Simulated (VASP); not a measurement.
# SiC (Moissanite 6O SiC) (P6_3mc) in VASP: single point with r2SCAN

Aim: the single point of SiC (Moissanite 6O SiC) with r2SCAN.

All numbers are computed with VASP 6.6.1; they aren't measurements. Logs are shortened: lines on timing, memory, paths and dates and some standing lists are left out, and cuts for length are marked.

**1. The cell of the first run**

Symmetry: P6_3mc, No. 186, hexagonal system. Conventional cell: a = 3.079 Å, b = 3.079 Å, c = 15.107 Å, α = 90.00°, β = 90.00°, γ = 120.00°. Si (site symmetry 3m) has 4 C at 1.88 to 1.89 Å within 2.5 Å. Si (site symmetry 3m) has 4 C at 1.89 Å within 2.5 Å. Si (site symmetry 3m) has 4 C at 1.88 to 1.89 Å within 2.5 Å. C (site symmetry 3m) has 4 Si at 1.88 to 1.89 Å within 2.5 Å. Within 2.5 Å of C (site symmetry 3m) lie 4 Si at 1.89 Å. Within 2.5 Å of C (site symmetry 3m) lie 4 Si at 1.88 to 1.89 Å.

**2. Single point, r2SCAN**

Input file POSCAR:

```
SiC
1.0
    1.5393272883     -2.6661948937      0.0000000000
    1.5393272883      2.6661948937      0.0000000000
    0.0000000000      0.0000000000     15.1073858901
Si C
6 6
Direct
    0.1666664376      0.8333335624      0.8577054895
    0.8333335624      0.1666664376      0.3577054895
    0.4999999115      0.5000000885      0.5244853048
    0.5000000885      0.4999999115      0.0244853048
    0.8333329901      0.1666670099      0.6912206563
    0.1666670099      0.8333329901      0.1912206563
    0.4999997579      0.5000002421      0.6498433090
    0.5000002421      0.4999997579      0.1498433090
    0.1666667667      0.8333332333      0.9826804848
    0.8333332333      0.1666667667      0.4826804848
    0.8333331349      0.1666668651      0.8162047553
    0.1666668651      0.8333331349      0.3162047553
```

Input file INCAR.step1:

```
SYSTEM = SiC
  PREC = Accurate
  ENCUT = 520
  ISMEAR = 0
  SIGMA = 0.02
  LREAL = .False.
  LASPH = .True.
  NELM = 80
  NBANDS = 36
  GGA = PE
  ALGO = Normal
  EDIFF = 1E-4
  LWAVE = .True.
  LCHARG = .False.
```

Input file INCAR.step2:

```
SYSTEM = SiC
  PREC = Accurate
  ENCUT = 520
  EDIFF = 1E-6
  ISMEAR = 0
  SIGMA = 0.02
  LREAL = .False.
  LASPH = .True.
  NELM = 80
  ALGO = Normal
  ISIF = 2
  LWAVE = .False.
  LCHARG = .False.
  METAGGA = R2SCAN
  LMIXTAU = .True.
  NBANDS = 36
  ISTART = 1
```

Input file KPOINTS:

```
regular mesh
0
Gamma
  12 12 2
  0 0 0
```

Potentials or basis: VASP PAW PBE potentials, release 64 (Si, C).

Command:

```sh
$ cat potpaw_PBE.64/Si/POTCAR potpaw_PBE.64/C/POTCAR > POTCAR
$ cp INCAR.step1 INCAR
$ mpirun -np 1 vasp_std > vasp.out
$ cp INCAR.step2 INCAR
$ mpirun -np 1 vasp_std > vasp.out
```

OUTCAR:

```text
SYSTEM = SiC
   PREC = Accurate
   ENCUT = 520
   EDIFF = 1E-6
   ISMEAR = 0
   LREAL = .False.
   LASPH = .True.
   NELM = 80
   ISIF = 2
   METAGGA = R2SCAN
   ISTART = 1

 ion  position               nearest neighbor table
   1  0.167  0.833  0.858-  11 1.88  11 1.88  11 1.88   9 1.89   5 3.08   5 3.08   5 3.08   4 3.08
                             4 3.08   4 3.08
   2  0.833  0.167  0.358-  12 1.88  12 1.88  12 1.88  10 1.89   6 3.08   6 3.08   6 3.08   3 3.08
                             3 3.08   3 3.08
   3  0.500  0.500  0.524-  10 1.89  10 1.89  10 1.89   7 1.89   5 3.08   5 3.08   5 3.08   2 3.08
                             2 3.08   2 3.08
   4  0.500  0.500  0.024-   9 1.89   9 1.89   9 1.89   8 1.89   6 3.08   6 3.08   6 3.08   1 3.08
                             1 3.08   1 3.08
   5  0.833  0.167  0.691-   7 1.88   7 1.88   7 1.88  11 1.89   1 3.08   1 3.08   1 3.08   3 3.08
                             3 3.08   3 3.08
   6  0.167  0.833  0.191-   8 1.88   8 1.88   8 1.88  12 1.89   2 3.08   2 3.08   2 3.08   4 3.08
                             4 3.08   4 3.08
   7  0.500  0.500  0.650-   5 1.88   5 1.88   5 1.88   3 1.89
   8  0.500  0.500  0.150-   6 1.88   6 1.88   6 1.88   4 1.89
   9  0.167  0.833  0.983-   4 1.89   4 1.89   4 1.89   1 1.89
  10  0.833  0.167  0.483-   3 1.89   3 1.89   3 1.89   2 1.89
  11  0.833  0.167  0.816-   1 1.88   1 1.88   1 1.88   5 1.89
  12  0.167  0.833  0.316-   2 1.88   2 1.88   2 1.88   6 1.89

  LATTYP: Found a hexagonal cell.
 ALAT       =     3.0786561535
 C/A-ratio  =     4.9071364702

  Lattice vectors:

 A1 = (   1.5393272883,  -2.6661948937,   0.0000000000)
 A2 = (   1.5393272883,   2.6661948937,   0.0000000000)
 A3 = (   0.0000000000,   0.0000000000,  15.1073858901)

Analysis of symmetry for initial positions (statically):
=====================================================================
 Subroutine PRICEL returns:
 Original cell was already a primitive cell.

 Routine SETGRP: Setting up the symmetry group for a
 hexagonal supercell.

 Subroutine GETGRP returns: Found 12 space group operations
 (whereof  2 operations were pure point group operations)
 out of a pool of 24 trial point group operations.

The static configuration has the point symmetry C_1h.
 The point group associated with its full space group is C_6v.

Analysis of symmetry for dynamics (positions and initial velocities):
=====================================================================
 Subroutine PRICEL returns:
 Original cell was already a primitive cell.

 Routine SETGRP: Setting up the symmetry group for a
 hexagonal supercell.

 Subroutine GETGRP returns: Found 12 space group operations
 (whereof  2 operations were pure point group operations)
 out of a pool of 24 trial point group operations.

The dynamic configuration has the point symmetry C_1h.
 The point group associated with its full space group is C_6v.

 Subroutine INISYM returns: Found 12 space group operations
 (whereof  2 operations are pure point group operations),
 and found     1 'primitive' translations

----------------------------------------------------------------------------------------

                                     Primitive cell

  volume of cell :     124.0059

  direct lattice vectors                    reciprocal lattice vectors
     1.539327288 -2.666194894  0.000000000     0.324817213 -0.187533177  0.000000000
     1.539327288  2.666194894  0.000000000     0.324817213  0.187533177  0.000000000
     0.000000000  0.000000000 15.107385890     0.000000000  0.000000000  0.066192789

  length of vectors
     3.078656154  3.078656154 15.107385890     0.375066547  0.375066547  0.066192789

  position of ions in fractional coordinates (direct lattice)
     0.166666438  0.833333562  0.857705489
     0.833333562  0.166666438  0.357705489
     0.499999911  0.500000089  0.524485305
     0.500000089  0.499999911  0.024485305
     0.833332990  0.166667010  0.691220656
     0.166667010  0.833332990  0.191220656
     0.499999758  0.500000242  0.649843309
     0.500000242  0.499999758  0.149843309
     0.166666767  0.833333233  0.982680485
     0.833333233  0.166666767  0.482680485
     0.833333135  0.166666865  0.816204755
     0.166666865  0.833333135  0.316204755

  ion indices of the primitive-cell ions
   primitive index   ion index
                 1           1
                 2           2
                 3           3
                 4           4
                 5           5
                 6           6
                 7           7
                 8           8
                 9           9
                10          10
                11          11
                12          12

----------------------------------------------------------------------------------------

 KPOINTS: regular mesh

Automatic generation of k-mesh.
 Grid dimensions read from file:
 generate k-points for:   12   12    2

 Generating k-lattice:

  Cartesian coordinates                     Fractional coordinates (reciprocal lattice)
     0.027068101 -0.015627765  0.000000000     0.083333333 -0.000000000  0.000000000
     0.027068101  0.015627765  0.000000000    -0.000000000  0.083333333  0.000000000
     0.000000000  0.000000000  0.033096394     0.000000000  0.000000000  0.500000000

  Length of vectors
     0.031255546  0.031255546  0.033096394

  Shift w.r.t. Gamma in fractional coordinates (k-lattice)
     0.000000000  0.000000000  0.000000000

 Subroutine IBZKPT returns following result:
 ===========================================

 Found     38 irreducible k-points:

 Following reciprocal coordinates:
            Coordinates               Weight
  0.000000  0.000000  0.000000      1.000000
  0.083333  0.000000  0.000000      6.000000
  0.166667  0.000000  0.000000      6.000000
  0.250000  0.000000  0.000000      6.000000
  0.333333  0.000000  0.000000      6.000000
  0.416667  0.000000  0.000000      6.000000
[... 16 lines left out ...]
  0.250000  0.000000  0.500000      6.000000
  0.333333  0.000000  0.500000      6.000000
 [... further k-points ...]
   k-points           NKPTS =     38   k-points in BZ     NKDIM =     38   number of bands    NBANDS=     36
   number of dos      NEDOS =    301   number of ions     NIONS =     12
   total plane-waves  NPLWV =  64512
   dimension x,y,z NGX =    24 NGY =   24 NGZ =  112
   dimension x,y,z NGXF=    48 NGYF=   48 NGZF=  224
   ions per type =               6   6
   NGX,Y,Z   is equivalent  to a cutoff of  12.96, 12.96, 12.32 a.u.
   NGXF,Y,Z  is equivalent  to a cutoff of  25.92, 25.92, 24.65 a.u.
 SYSTEM =  SiC
   PREC   = accura    normal or accurate (medium, high low for compatibility)
   ISTART =      1    job   : 0-new  1-cont  2-samecut
   ICHARG =      0    charge: 1-file 2-atom 10-const
   ISPIN  =      1    spin polarized calculation?
   LNONCOLLINEAR =      F non collinear calculations
   LSORBIT =      F    spin-orbit coupling
   LASPH  =      T    aspherical Exc in radial PAW
   ENCUT  =  520.0 eV  38.22 Ry    6.18 a.u.   5.72  5.72 28.09*2*pi/ulx,y,z
   NELM   =     80;   NELMIN=  2; NELMDL=  0     # of ELM steps
   EDIFF  = 0.1E-05   stopping-criterion for ELM
   LREAL  =      F    real-space projection
   EDIFFG = 0.1E-04   stopping-criterion for IOM
   NSW    =      0    number of steps for IOM
   IBRION =     -1    ionic relax: 0-MD 1-quasi-New 2-CG
   NFREE  =      0    steps in history (QN), initial steepest desc. (CG)
   ISIF   =      2    stress and relaxation
   ISYM   =      2    0-nonsym 1-usesym 2-fastsym
   POTIM  = 0.5000    time-step for ionic-motion
   TEBEG  =    0.0;   TEEND  =   0.0 temperature during run
   PSTRESS=    0.0 pullay stress
   NELECT =      48.0000    total number of electrons
   NUPDOWN=      -1.0000    fix difference up-down
   EMIN   =  10.00;   EMAX   =-10.00  energy-range for DOS
   EFERMI =   0.00;   METHOD = LEGACY
   ISMEAR =     0;   SIGMA  =   0.02  broadening in eV -4-tet -1-fermi 0-gaus
   EFERMI_NEDOS =   21; number of points for ismear=-14 and -15
   IALGO  =     38    algorithm
   IMIX   =      4    mixing-type and parameters
     AMIX     =   0.40;   BMIX     =  1.00
     AMIX_MAG =   1.60;   BMIX_MAG =  1.00
  volume/ion in A,a.u.               =      10.33        69.74
  Fermi-wavevector in a.u.,A,eV,Ry     =   1.193094  2.254620 19.367517  1.423472
  Thomas-Fermi vector in A             =   2.329116
   LORBIT       =      0    0 simple, 1 ext, 2 COOP (PROOUT), +10 PAW based schemes
   METAGGA = R2SCAN    functional components
   LHFCALC =     F    Hartree Fock is set to
   AEXX    =    0.0000 exact exchange contribution
   IVDW    =     0    specifies the selected vdW correction
   LEPSILON=     F    determine dielectric tensor
   LRPA    =     F    only Hartree local field effects (RPA)
 non-spin polarized calculation
 Gauss-broadening in eV      SIGMA  =   0.02
  energy-cutoff  :      520.00
  volume of cell :      124.01
 maximum number of plane-waves:      3358
 NGX is ok and might be reduce to    24
   NGX = 11   NGY = 11   NGZ = 57

 number of electron      47.9999999 magnetization

 Free energy of the ion-electron system (eV)
  ---------------------------------------------------
  ext. energy  EPLUGINS =         0.00000000
  ---------------------------------------------------
  free energy    TOTEN  =      -115.96443261 eV

  energy without entropy =     -115.96443261  energy(sigma->0) =     -115.96443261

 E-fermi :   8.1482     XC(G=0): -11.9375

 val. band max:        8.0437356690   @ k =   0.0000   0.0000   0.0000
 cond. band min:      10.4422650405   @ k =   0.5000   0.0000   0.0000
 fundamental gap:      2.3985293714
 Fermi energy:         8.1482165107

 k-point     1 :       0.0000    0.0000    0.0000
  band No.  band energies     occupation
      1      -8.2005      2.00000
      2      -7.6599      2.00000
      3      -7.6234      2.00000
      4      -6.0857      2.00000
      5      -6.0544      2.00000
      6      -4.5709      2.00000
[... 925 lines left out ...]
     35      16.5218      0.00000
     36      16.5218      0.00000

 [... further k-points ...]

------------------------ aborting loop because EDIFF is reached ----------------------------------------

  FORCE on cell =-STRESS in cart. coord.  units (eV):
  Direction    XX          YY          ZZ          XY          YZ          ZX
  --------------------------------------------------------------------------------------
  -------------------------------------------------------------------------------------
  Total       -0.1752033     -0.1752035     -0.1609524      0.0000000     -0.0000000      0.0000000
  in kB       -2.2636568     -2.2636599     -2.0795337      0.0000000     -0.0000000      0.0000000
  external PRESSURE =      -2.2022835 kB  Pullay stress =       0.0000000 kB

 VOLUME and BASIS-vectors are now :
 -----------------------------------------------------------------------------
  energy-cutoff  :      520.00
  volume of cell :      124.01
      direct lattice vectors                 reciprocal lattice vectors
     1.539327288 -2.666194894  0.000000000     0.324817213 -0.187533177  0.000000000
     1.539327288  2.666194894  0.000000000     0.324817213  0.187533177  0.000000000
     0.000000000  0.000000000 15.107385890     0.000000000  0.000000000  0.066192789

 POSITION                                       TOTAL-FORCE (eV/Angst)
 -----------------------------------------------------------------------------------
      1.53933      1.77746     12.95769        -0.000000      0.000000     -0.000968
      1.53933     -1.77746      5.40399        -0.000000      0.000000     -0.000968
      1.53933      0.00000      7.92360        -0.000000      0.000000     -0.000359
      1.53933     -0.00000      0.36991        -0.000000      0.000000     -0.000359
      1.53933     -1.77746     10.44254        -0.000000      0.000000      0.001278
      1.53933      1.77746      2.88884        -0.000000      0.000000      0.001278
      1.53933      0.00000      9.81743        -0.000000      0.000000     -0.001472
      1.53933     -0.00000      2.26374         0.000000     -0.000000     -0.001472
      1.53933      1.77746     14.84573        -0.000000      0.000000     -0.001273
      1.53933     -1.77746      7.29204         0.000000     -0.000000     -0.001273
      1.53933     -1.77746     12.33072        -0.000000      0.000000      0.002794
      1.53933      1.77746      4.77703         0.000000     -0.000000      0.002794
 -----------------------------------------------------------------------------------
    total drift:                               -0.000000      0.002282      0.000091

  FREE ENERGIE OF THE ION-ELECTRON SYSTEM (eV)
  ---------------------------------------------------
  free  energy   TOTEN  =      -115.9644326135 eV

  energy  without entropy=     -115.9644326135  energy(sigma->0) =     -115.96443261
```

Wall time 21 min (1 thread of AMD EPYC 7R43 (Zen 3), shared host); peak memory 0.27 GiB.

Results:

```yaml
Free_energy: -115.9644 eV
Pressure: -0.2 GPa
Band_gap_on_the_k_mesh: 2.40 eV, indirect (least direct gap 3.56 eV)
```

Forces on the atoms (eV/Å):
```
Si   0.000  0.000 -0.001
Si   0.000  0.000 -0.001
Si   0.000  0.000  0.000
Si   0.000  0.000  0.000
Si   0.000  0.000  0.001
Si   0.000  0.000  0.001
C    0.000  0.000 -0.001
C    0.000  0.000 -0.001
C    0.000  0.000 -0.001
C    0.000  0.000 -0.001
C    0.000  0.000  0.003
C    0.000  0.000  0.003
```

Caveat: the PAW data sets were made with another functional, which shifts forces and pressure a little. A k mesh can miss the band edges.
